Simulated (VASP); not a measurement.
The system is CdBi3O.

```
CELL_PARAMETERS angstrom
4.67508 0.00000 0.00000
0.00000 4.67508 0.00000
0.00000 0.00000 4.67508
ATOMIC_POSITIONS crystal
Cd 0.50000 0.50000 0.50000
Bi 0.50000 0.00000 0.00000
Bi 0.00000 0.50000 0.00000
Bi 0.00000 0.00000 0.50000
O 0.00000 0.00000 0.00000
```

The cell was generated, and may not be a known phase.

* Program: VASP 6.6.1
* Task: relaxation of cell and atoms
* Functional: PBE
* Potentials or basis: VASP PAW PBE potentials, release 64 (Cd, Bi_d, O)
* Cutoff: 600 eV
* k mesh: 4 × 4 × 4
* Occupations: gaussian, width 0.1 eV
* Spin: no spin polarisation

At the start: pressure 21.3 GPa; volume 20.44 Å³/atom.

Q: How do energy, volume and symmetry change on relaxing?

A: Over 3 steps the energy falls by 254.0 meV/atom and the volume is 25.14 Å³/atom (+23.0 %); space group Pm-3m (No. 221, to 0.1 Å) before and after.

The path:
| step | energy change (eV) | largest force (eV/Å) | pressure (GPa) | volume (Å³) |
| --- | --- | --- | --- | --- |
| 1 | 0.0000 | 0.0000 | 21.33 | 102.18 |
| 2 | -0.7011 | 0.0000 | -6.92 | 147.93 |
| 3 | -1.2702 | 0.0000 | -0.13 | 125.69 |

Final structure:
```cif
data_structure
_symmetry_space_group_name_H-M 'P 1'
_symmetry_Int_Tables_number 1
_cell_length_a 5.0092
_cell_length_b 5.0092
_cell_length_c 5.0092
_cell_angle_alpha 90.000
_cell_angle_beta 90.000
_cell_angle_gamma 90.000
_cell_volume 125.69
loop_
_atom_site_label
_atom_site_type_symbol
_atom_site_fract_x
_atom_site_fract_y
_atom_site_fract_z
_atom_site_occupancy
Cd1 Cd 0.50000 0.50000 0.50000 1
Bi1 Bi 0.50000 0.00000 0.00000 1
Bi2 Bi 0.00000 0.50000 0.00000 1
Bi3 Bi 0.00000 0.00000 0.50000 1
O1 O 0.00000 0.00000 0.00000 1
```

Caveat: the volume moved by over 15 % at a fixed basis, so the end points are rough.
